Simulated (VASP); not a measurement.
Wanted: the native input for a VASP 6.6.1 run.

- Task: single point
- Functional: PBE
- Potentials or basis: VASP PAW PBE potentials, release 64 (Ca_sv, Zr_sv)
- Cutoff: 520 eV
- k mesh: 6 × 6 × 6
- Occupations: gaussian, width 0.1 eV
- Spin: no spin polarisation
- Dipole correction: no
- Further INCAR settings: ALGO = Normal; EDIFF = 1e-06; NBANDS = 23

The structure of Ca2Zr lies in POSCAR:

```
Ca2Zr
1.0
    0.0000000000      3.2887644617      3.2887644617
    3.2887644617      0.0000000000      3.2887644617
    3.2887644617      3.2887644617      0.0000000000
Ca Zr
2 1
Direct
    0.2500000000      0.2500000000      0.2500000000
    0.7500000000      0.7500000000      0.7500000000
    0.0000000000      0.0000000000      0.0000000000
```

The input as run:

INCAR

```
SYSTEM = Ca2Zr
PREC     = Accurate       ! precision mode
ENCUT    = 520            ! plane-wave cutoff, eV
EDIFF    = 1E-6           ! SCF threshold, eV
ISMEAR   = 0              ! smearing method
SIGMA    = 0.1            ! smearing width, eV
LREAL    = .False.        ! projectors in reciprocal space
LASPH    = .True.         ! aspherical terms in the spheres
NELM     = 80             ! most SCF steps
ALGO     = Normal         ! electronic algorithm
ISIF     = 2              ! what is computed and relaxed
LWAVE    = .False.        ! write WAVECAR
LCHARG   = .False.        ! write CHGCAR
GGA      = PE             ! functional
NBANDS   = 23             ! bands
```

KPOINTS

```
regular mesh
0
Gamma
  6 6 6
  0 0 0
```

Potentials or basis: VASP PAW PBE potentials, release 64 (Ca_sv, Zr_sv).

Run with:

```sh
$ cat potpaw_PBE.64/Ca_sv/POTCAR potpaw_PBE.64/Zr_sv/POTCAR > POTCAR
$ mpirun -np 1 vasp_std > vasp.out
```

It gave:

* Pressure: 23.1 GPa
* Band gap on the k mesh: zero (band 16 reaches 6.05 eV, above the bottom of band 17 at 5.57 eV)

Wall time 27 s on 1 thread of AMD EPYC 7R43 64-Core Processor (Zen 3), on a shared host, peak memory 0.17 GiB.
